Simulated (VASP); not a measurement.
Set up this calculation in VASP 6.6.1, as the native input.

| Property | Result |
| --- | --- |
| Task | single point |
| Functional | PBE |
| Potentials or basis | VASP PAW PBE potentials, release 64 (B, N) |
| Cutoff | 520 eV |
| k mesh | 10 × 10 × 8 |
| Occupations | gaussian, width 0.1 eV |
| Spin | no spin polarisation |
| Dipole correction | no |
| Further INCAR settings | ALGO = Normal; EDIFF = 1e-06; NBANDS = 19 |

The structure of B5N lies in POSCAR:

```
B5N
1.0
    2.0273024822     -3.5957890611      0.0000000000
    2.0273024822      3.5957890611      0.0000000000
    0.0000000000      0.0000000000      4.5544434289
B N
5 1
Direct
    0.1562527607      0.4312026981      0.5000000000
    0.8437472393      0.5687973019      0.5000000000
    0.5687973019      0.8437472393      0.5000000000
    0.4312026981      0.1562527607      0.5000000000
    0.0000000000      0.0000000000      0.0000000000
    0.0000000000      0.0000000000      0.5000000000
```

The cell was generated, and may not be a known phase.

One way to write it, as run:

INCAR

```
  PREC = Accurate
  ENCUT = 520
  EDIFF = 1E-6
  ISMEAR = 0
  SIGMA = 0.1
  LREAL = False
  LASPH = True
  NELM = 60
  ALGO = Normal
  ISIF = 2
  LWAVE = False
  LCHARG = False
  GGA = PE
  NBANDS = 19
```

KPOINTS

```
regular mesh
0
Gamma
  10 10 8
```

Potentials or basis: VASP PAW PBE potentials, release 64 (B, N).

Run with:

```bash
$ cat potpaw_PBE.64/B/POTCAR potpaw_PBE.64/N/POTCAR > POTCAR
$ mpirun -np 1 vasp_std > vasp.out
```

Results of the run:

| Quantity | Value |
| --- | --- |
| Pressure | 0.0 GPa |
| Largest force | 0.006 eV/Å |
| Band gap on the k mesh | zero (bands 10 and 11 overlap by 1.24 eV) |

Wall time 4.2 min on 1 thread of Intel Xeon 8259CL, with other jobs on the host, peak memory 0.29 GiB.
